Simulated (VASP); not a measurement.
## GaSb3: single point with PBE+D3(BJ)

The system is GaSb3.

```
Ga Sb
1.0
     0.05472    3.64789    3.64789
     3.64789    0.05472    3.64789
     3.70261    3.70261    0.00000
Ga Sb
1 3
Direct
  0.00000 0.00000 0.00000
  0.25000 0.25000 0.25000
  0.75000 0.75000 0.75000
  0.50000 0.50000 0.50000
```

This cell differs from its parent crystal: strain +0.0300 x Voigt [0, 0, 0, 0, 0, 1].

```yaml
Program: VASP 6.6.1
Task: single point
Functional: PBE
Dispersion: D3(BJ)
Potentials_or_basis: VASP PAW PBE potentials, release 64 (Ga_d, Sb)
Cutoff: 520 eV
k_mesh: 12 × 12 × 12
Occupations: gaussian, width 0.15 eV
Spin: no spin polarisation
Dipole_correction: no
Further_INCAR_settings: ALGO = Normal; EDIFF = 1e-06; NBANDS = 22
```

The pressure is 0.3 GPa. The largest force is 0.096 eV/Å. The band gap on the k mesh is zero (band 14 reaches 9.83 eV, above the bottom of band 15 at 5.71 eV) and the dispersion energy per atom is -0.479 eV.

Forces in eV/Å, atoms in the order of the input:
```
Ga   0.000  0.000  0.000
Sb   0.000  0.000  0.096
Sb   0.000  0.000 -0.096
Sb   0.000  0.000  0.000
```

Stress tensor (GPa, compression positive):
```
 0.28 -0.93  0.00
-0.93  0.28  0.00
 0.00  0.00  0.40
```

Levels at points of the mesh, in eV from the Fermi level:
| k point | band 12 | band 13 | band 14 | band 15 | band 16 | band 17 |
| --- | --- | --- | --- | --- | --- | --- |
| (0.00, 0.00, 0.00) | -2.63 | -2.57 | -2.54 | -2.54 | -0.83 | -0.78 |
| (0.50, 0.00, 0.00) | -2.84 | -2.83 | -0.25 | 0.11 | 2.13 | 2.40 |
| (0.50, 0.50, 0.00) | 0.90 | 1.07 | 1.27 | 1.29 | 1.93 | 2.13 |
| (0.00, 0.00, 0.50) | -2.78 | -2.77 | -0.20 | 0.14 | 2.05 | 2.26 |
| (0.50, 0.00, 0.50) | 0.87 | 1.02 | 1.17 | 1.42 | 2.00 | 2.06 |

It took 14 min on 1 thread of Oxide Virtual Turin-like Processor, with other jobs on the host, peak memory 0.64 GiB.

Caveat: the cell differs from its parent crystal (strain +0.0300 x Voigt [0, 0, 0, 0, 0, 1]); spin-orbit coupling is left out, which moves the levels of the heavy elements; pairwise dispersion overbinds metals, which lowers pressure and volume.
